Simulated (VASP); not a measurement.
Write the native input for VASP 6.6.1 that does the following.

| Quantity | Value |
| --- | --- |
| Task | single point |
| Functional | PBE |
| Potentials or basis | VASP PAW PBE potentials, release 64 (H, Mo_sv) |
| Cutoff | 520 eV |
| k mesh | 8 × 8 × 2 |
| Occupations | gaussian, width 0.1 eV |
| Spin | no spin polarisation |
| Dipole correction | no |
| Further INCAR settings | ALGO = Normal; EDIFF = 1e-06; NBANDS = 18 |

The structure of MoH5 lies in POSCAR:

```
MoH5
1.0
    2.7472120937      0.0000000000      0.0000000000
    0.0000000000      2.7472120937      0.0000000000
    0.0000000000      0.0000000000      4.6278092713
H Mo
5 1
Direct
    0.5000000000      0.5000000000      0.4074549919
    0.5000000000      0.5000000000      0.5925450081
    0.0000000000      0.0000000000      0.2903214471
    0.0000000000      0.0000000000      0.7096785529
    0.0000000000      0.0000000000      0.5000000000
    0.5000000000      0.5000000000      0.0000000000
```

These files were run (other wordings do the same):

INCAR

```
SYSTEM = MoH5
  ALGO = Normal
  EDIFF = 1E-6
  ENCUT = 520
  GGA = PE
  ISIF = 2
  ISMEAR = 0
  LASPH = .True.
  LCHARG = .True.
  LELF = .True.
  LREAL = .False.
  LVHAR = .True.
  LWAVE = .False.
  NBANDS = 18
  NELM = 100
  PREC = Accurate
  SIGMA = 0.1
```

KPOINTS

```
k-points
0
Gamma
  8 8 2
  0 0 0
```

Potentials or basis: VASP PAW PBE potentials, release 64 (H, Mo_sv).

The run is started by

```console
$ cat potpaw_PBE.64/H/POTCAR potpaw_PBE.64/Mo_sv/POTCAR > POTCAR
$ mpirun -np 1 vasp_std > vasp.out
```

Results of the run:

* Pressure: -0.1 GPa

Caveat: the k points lie up to 0.68 Å⁻¹ apart.

It took 6.8 s on 1 thread of AMD EPYC 9R45 96-Core Processor (Zen 5) (shared host), peak memory 0.12 GiB.
